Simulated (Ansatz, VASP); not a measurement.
**Two plane-wave programs on PtSe2**

```
Pt Se
1.0
     3.75153    0.00000    0.00000
    -1.87576    3.24892    0.00000
     0.00000    0.00000    6.51415
Pt Se
1 2
Direct
  0.00000 0.00000 0.00000
  0.33333 0.66667 0.20060
  0.66667 0.33333 0.79940
```

Alike in both runs: task single point; functional PBE; k mesh 12 × 12 × 4; occupations gaussian, width 0.02 eV; no spin polarisation.

|  | VASP | Ansatz |
| --- | --- | --- |
| version | VASP 6.6.1 | Ansatz 0.2.0 |
| potentials or method | VASP PAW PBE potentials, release 64 (Pt, Se), cutoff 520 eV | scalar-relativistic, plane waves, PAW |
| valence electrons in the cell | 22 | 50 |

```csv
,VASP,Ansatz,Ansatz less VASP
gap on the k mesh at the Fermi level (eV),0.88,0.89,+0.010
least direct gap on the mesh (eV),1.03,1.04,+0.011
```

VASP's potentials hold 22 valence electrons a cell and Ansatz's 50, so a difference there can come from the potentials and not from the codes.

Spin-orbit coupling is off throughout.
